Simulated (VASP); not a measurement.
Runs of VASP 6.6.1 on Nb. The structure is that of space group Im-3m (No. 229), or close to it. The cells are those of the table. 

```csv
task,level,spin,cell,k mesh,cutoff (eV),smearing,dipole correction,tolerance level,purpose,grid for exact exchange (PRECFOCK),share of exact exchange,gap on the mesh (eV),pressure (GPa)
single point,PBE,"non-collinear, zero start, SOC","a = 2.882 Å, angles 109.5°, 1 atom",11 × 11 × 11,500,fermi-dirac 0.1 eV,no,-,-,-,-,-,-2.4
single point,LAK,off,"a = 2.892 Å, angles 109.7, 109.7, 108.9°, 1 atom",18 × 18 × 18,620,methfessel-paxton of order 2 0.05 eV,-,standard,stress,-,-,none,3.4
relaxation of cell and atoms,PBEsol+D3(BJ),off,"relaxed from a = 2.882 Å, angles 109.5°, 1 atom",11 × 11 × 11,500,fermi-dirac 0.05 eV,no,-,-,-,-,none,0.0
single point,PBEsol,off,"a = 2.748 Å, angles 109.5°, 1 atom",11 × 11 × 11,500,fermi-dirac 0.05 eV,no,-,-,-,-,none,(a)
single point,HSE06,off,"a = 2.939 Å, angles 109.5°, 1 atom",6 × 6 × 6,400,fermi-dirac 0.05 eV,no,-,-,Normal,0.25,none,-17.0
```

Alike in all rows: potentials or basis VASP PAW PBE potentials, release 64 (Nb_sv).

Problem. Fill in the values left out.

Solution. (a) 19.7.

Caveats: some runs use coarse meshes; the PAW data sets were made with another functional, which shifts forces and pressure a little (at least some runs); the cell stands under pressure (at least some runs).

A k mesh can miss the band edges, and rows without SOC leave out spin-orbit coupling on Nb.

A gap of «none» marks levels without a gap at the run's occupations.
